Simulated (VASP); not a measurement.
Runs of VASP 6.6.1 on Sr2ZrO3. The structure is that of space group P-3m1 (No. 164), or close to it. The cells are those of the table. 

| task | spin | cell | k mesh | cutoff (eV) | gap on the mesh (eV) | pressure (GPa) | largest force (eV/Å) |
| --- | --- | --- | --- | --- | --- | --- | --- |
| relaxation of cell and atoms | off | relaxed from a = 4.413, b = 4.413, c = 5.526 Å, angles 90.0, 90.0, 120.0°, 6 atoms | 6 × 6 × 4 | 600 | none | 0.1 | 0.03 |
| single point | off | a = 4.413, b = 4.413, c = 5.526 Å, angles 90.0, 90.0, 120.0°, 6 atoms | 6 × 6 × 4 | 520 | none | -4.8 | 2.95 |
| single point | off | a = 3.467, b = 3.467, c = 8.716 Å, angles 90.0, 90.0, 120.0°, 6 atoms | 6 × 6 × 4 | 520 | none | (a) | 0.02 |
| single point | off | a = 3.474, b = 3.474, c = 8.692 Å, angles 90.0, 90.0, 120.0°, 6 atoms | 12 × 12 × 6 | 520 | none | 0.5 | 0.03 |
| single point | collinear, ferromagnetic start | a = 3.467, b = 3.467, c = 8.716 Å, angles 90.0, 90.0, 120.0°, 6 atoms | 6 × 6 × 2 | 520 | none | 0.5 | 0.02 |

Alike in all rows: level PBE; potentials or basis VASP PAW PBE potentials, release 64 (Sr_sv, Zr_sv, O); smearing gaussian 0.1 eV.

Question: Fill in the values left out.

Answer: (a) 0.4.

Caveats: some runs use coarse meshes; forces of over 1 eV/Å act on the atoms, so gaps and moduli don't describe the material at rest (some runs).

A k mesh can miss the band edges, and the runs leave out spin-orbit coupling on Sr, Zr.

A gap of «none» marks levels without a gap at the run's occupations.
